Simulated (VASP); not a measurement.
Write the native input for VASP 6.6.1 that does the following.

```yaml
Task: single point
Functional: PBEsol
Potentials_or_basis: VASP PAW PBE potentials, release 64 (Bi_d, Te)
Cutoff: 500 eV
k_mesh: 14 × 14 × 14
Occupations: gaussian, width 0.15 eV
Spin: no spin polarisation
Dipole_correction: no
Further_INCAR_settings: ALGO = Normal; EDIFF = 1e-06; NBANDS = 18
```

The structure of BiTe lies in POSCAR:

```
BiTe
1.0
    0.0000000000      3.2188250000      3.2188250000
    3.2350000000     -0.0161750000      3.2350000000
    3.2350000000      3.2350000000     -0.0161750000
Bi Te
1 1
Direct
    0.0000000000      0.0000000000      0.0000000000
    0.5000000000      0.5000000000      0.5000000000
```

This cell differs from its parent crystal: strain -0.0100 x Voigt [0, 0, 0, 1, 0, 0].

One way to write it, as run:

INCAR

```
SYSTEM = BiTe
PREC = Accurate ; ENCUT = 500
EDIFF = 1E-6 ; ISMEAR = 0
SIGMA = 0.15 ; LREAL = .False.
LASPH = .True. ; NELM = 120
ALGO = Normal ; ISIF = 2
LWAVE = .False. ; LCHARG = .True.
GGA = PS ; LELF = .True.
LVHAR = .True. ; NBANDS = 18
GGA_COMPAT = .False.
```

KPOINTS

```
regular mesh
0
Gamma
  14 14 14
  0 0 0
```

Potentials or basis: VASP PAW PBE potentials, release 64 (Bi_d, Te).

Launch:

```sh
$ cat potpaw_PBE.64/Bi_d/POTCAR potpaw_PBE.64/Te/POTCAR > POTCAR
$ mpirun -np 1 vasp_std > vasp.out
```

It gave:

```yaml
Pressure: -1.7 GPa
Band_gap_on_the_k_mesh: zero (an odd number of electrons rules out a gap without spin polarisation)
```

Caveat: the cell differs from its parent crystal (strain -0.0100 x Voigt [0, 0, 0, 1, 0, 0]); the PAW data sets were made with another functional, which shifts forces and pressure a little; spin-orbit coupling is left out, which moves the levels of the heavy elements.

It took 2.6 min on 1 thread of Intel(R) Xeon(R) 6975P-C (Granite Rapids) (shared host), peak memory 0.59 GiB.
